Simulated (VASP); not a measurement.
Input of a VASP 6.6.1 run:

The input INCAR:

```
PREC = Accurate
ENCUT = 820
EDIFF = 1E-6
ISMEAR = -1
SIGMA = 0.1
LREAL = F
LASPH = T
NELM = 120
ALGO = Normal
ISIF = 2
LWAVE = F
LCHARG = F
GGA = PS
NBANDS = 16
GGA_COMPAT = F
```

The input KPOINTS:

```
Automatic mesh
0
Gamma
  11 11 11
```

File POSCAR:

```
Cu
1.0
    0.0000000000      1.8075000000      1.8075000000
    1.8075000000      0.0000000000      1.8075000000
    1.8075000000      1.8075000000      0.0000000000
Cu
1
Direct
    0.0000000000      0.0000000000      0.0000000000
```

Potentials or basis: VASP PAW PBE potentials, release 64 (Cu_sv_GW).

Command:

```console
$ cat potpaw_PBE.64/Cu_sv_GW/POTCAR > POTCAR
$ mpirun -np 1 vasp_std > vasp.out
```

(1) Predict the pressure.

(2) Estimate the band gap on the k mesh.

## Answers

(1) -7.6 GPa.

(2) zero (an odd number of electrons rules out a gap without spin polarisation).

Caveat: the cell stands under tension; the PAW data sets were made with another functional, which shifts forces and pressure a little.
